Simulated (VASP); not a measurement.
A run of VASP 6.6.1 is set up as follows.

The input INCAR:

```
PREC = Accurate ; ENCUT = 520
EDIFF = 1E-6 ; ISMEAR = 0
SIGMA = 0.1 ; LREAL = F
LASPH = T ; NELM = 60
ALGO = Normal ; ISIF = 2
LWAVE = F ; LCHARG = F
LDIPOL = T ; IDIPOL = 3
DIPOL = 0.5 0.5 0.496 ; GGA = PS
NBANDS = 28
```

The input KPOINTS:

```
Automatic mesh
0
Gamma
  10 10 1
```

The input POSCAR:

```
HPt4
1.0
    2.7704872841      0.0000000000      0.0000000000
    0.0000000000      2.7704872841      0.0000000000
    0.0000000000      0.0000000000     24.8770910374
Pt H
4 1
Direct
    0.5000000000      0.5000000000      0.3416798205
    0.0000000000      0.0000000000      0.4204281896
    0.5000000000      0.5000000000      0.4991279799
    0.0000000000      0.0000000000      0.5790447441
    0.0000000000      0.0000000000      0.6417177805
```

Potentials or basis: VASP PAW PBE potentials, release 64 (Pt, H).

Launch:

```console
$ cat potpaw_PBE.64/Pt/POTCAR potpaw_PBE.64/H/POTCAR > POTCAR
$ mpirun -np 1 vasp_std > vasp.out
```

Task: What does it give for the largest force?

Result: 0.436 eV/Å.

Forces in eV/Å, atoms in the order of the input:
```
Pt   0.000  0.000  0.436
Pt   0.000  0.000 -0.422
Pt   0.000  0.000  0.006
Pt   0.000  0.000 -0.067
H    0.000  0.000  0.046
```

Caveat: the PAW data sets were made with another functional, which shifts forces and pressure a little.
